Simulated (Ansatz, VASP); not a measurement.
## Two plane-wave programs on MoOs6

```
CELL_PARAMETERS angstrom
5.82742 0.00000 0.00000
0.00000 5.82742 0.00000
0.00000 0.00000 5.82742
ATOMIC_POSITIONS crystal
Mo 0.00000 0.00000 0.00000
Os 0.19665 0.50000 0.50000
Os 0.50000 0.19665 0.50000
Os 0.80335 0.50000 0.50000
Os 0.50000 0.80335 0.50000
Os 0.50000 0.50000 0.19665
Os 0.50000 0.50000 0.80335
```

Change from the starting cell: species swapped into the SiB6 type (Pm-3m, No. 221).

Alike in both runs: functional PBE; k mesh 4 × 4 × 4; occupations gaussian, width 0.1 eV; no spin polarisation.

Ansatz relaxed the structure, and its values are those at the end. VASP's run is a single point on that final structure, the one shown.

```csv
,VASP,Ansatz
version,VASP 6.6.1,Ansatz 0.2.0
potentials or method,"VASP PAW PBE potentials, release 64 (Mo_sv, Os), cutoff 520 eV","scalar-relativistic, plane waves, PAW"
valence electrons in the cell,62,110
```

```csv
,VASP,Ansatz,Ansatz less VASP
gap on the k mesh at the Fermi level (eV),none,none,-
pressure (GPa),-0.2,0.2,+0.40
rms of the force components (eV/Å),0.053,0.013,-0.0395
```

A gap of «none» marks a metal or a gap that the smearing closes. VASP's potentials hold 62 valence electrons a cell and Ansatz's 110, so a difference there can come from the potentials and not from the codes.

Spin-orbit coupling is off throughout.
